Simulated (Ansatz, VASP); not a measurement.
ZnS in VASP and in Ansatz

```
Zn S
1.0
     3.81100    0.00000    0.00000
    -1.90550    3.30042    0.00000
     0.00000    0.00000    6.23400
Zn S
2 2
Cartesian
  0.0000 2.2003 0.0000
  1.9055 1.1001 3.1170
  0.0000 2.2003 2.4001
  1.9055 1.1001 5.5171
```

Alike in both runs: task relaxation of cell and atoms; functional RPBE; k mesh 6 × 6 × 4; no spin polarisation.

|  | VASP | Ansatz |
| --- | --- | --- |
| version | VASP 6.6.1 | Ansatz 0.2.0 |
| potentials or method | VASP PAW PBE potentials, release 64 (Zn, S) | plane waves, PAW |
| plane-wave cutoff (eV) | 600 | 420 |
| occupations | gaussian, width 0.01 eV | fixed |
| valence electrons in the cell | 36 | 36 |

|  | VASP | Ansatz | Ansatz less VASP |
| --- | --- | --- | --- |
| relaxed volume (Å³/atom) | 20.98 | 20.96 | -0.016 |
| relaxed cell length with the largest relative difference (Å) | 6.382 | 6.379 | -0.0032 |

VASP's potentials were made for PBE, not for RPBE.
